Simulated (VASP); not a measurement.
**AlN: single point with PBE**

Crystal: AlN.

```
Al N
1.0
     2.20159   -2.20159    0.00000
     2.20159    0.00000   -2.20159
    11.00794    7.70555    7.70555
Al N
6 6
Direct
  0.80210 0.80210 0.39580
  0.21877 0.21877 0.22913
  0.38543 0.38543 0.56247
  0.55210 0.55210 0.89580
  0.96877 0.96877 0.72913
  0.63543 0.63543 0.06247
  0.44793 0.44793 0.43747
  0.86460 0.86460 0.27080
  0.03127 0.03127 0.60413
  0.19793 0.19793 0.93747
  0.61460 0.61460 0.77080
  0.28127 0.28127 0.10413
```

This cell differs from its parent crystal: the part above a cut slid along it.

```yaml
Program: VASP 6.6.1
Task: single point
Functional: PBE
Potentials_or_basis: VASP PAW PBE potentials, release 64 (Al, N)
Cutoff: 520 eV
k_mesh: 8 × 8 × 2
Occupations: gaussian, width 0.05 eV
Spin: no spin polarisation
```

```
Pressure               : -1.4 GPa
Largest force          : 0.873 eV/Å
Band gap on the k mesh : 2.99 eV (least direct gap 3.31 eV)
```

Forces in eV/Å, atoms in the order of the input:
```
Al   0.036  0.034  0.034
Al   0.170  0.058  0.058
Al   0.035  0.035  0.035
Al  -0.785 -0.270 -0.270
Al   0.047  0.039  0.039
Al   0.092 -0.216 -0.216
N   -0.032 -0.035 -0.035
N   -0.029 -0.031 -0.031
N   -0.036 -0.034 -0.034
N   -0.281  0.470  0.470
N   -0.041 -0.062 -0.062
N    0.824  0.011  0.011
```

Stress tensor (GPa, compression positive):
```
 4.02  1.67  1.67
 1.67 -4.10  2.32
 1.67  2.32 -4.10
```

Levels at points of the mesh, in eV from the valence-band top:
| k point | band 22 | band 23 | band 24 | band 25 | band 26 | band 27 |
| --- | --- | --- | --- | --- | --- | --- |
| (0.00, 0.00, 0.00) | -0.31 | -0.28 | 0.00 | 3.31 | 4.68 | 5.09 |
| (0.50, 0.00, 0.00) | -1.10 | -0.85 | -0.33 | 3.14 | 3.89 | 4.38 |
| (0.50, 0.50, 0.00) | -1.13 | -0.82 | -0.57 | 3.35 | 3.41 | 4.52 |
| (0.00, 0.00, 0.50) | -0.34 | -0.31 | -0.21 | 3.59 | 4.17 | 5.61 |
| (0.50, 0.00, 0.50) | -1.03 | -0.84 | -0.36 | 3.25 | 3.57 | 4.78 |
| (0.50, 0.50, 0.50) | -1.00 | -0.87 | -0.43 | 2.99 | 3.98 | 4.46 |

It took 5.6 min on 1 thread of AMD EPYC 7R13 (shared host), peak memory 0.32 GiB.

Caveat: the cell differs from its parent crystal (the part above a cut slid along it); the stress differs along the axes, from -4 to 4 GPa. A k mesh can miss the band edges.
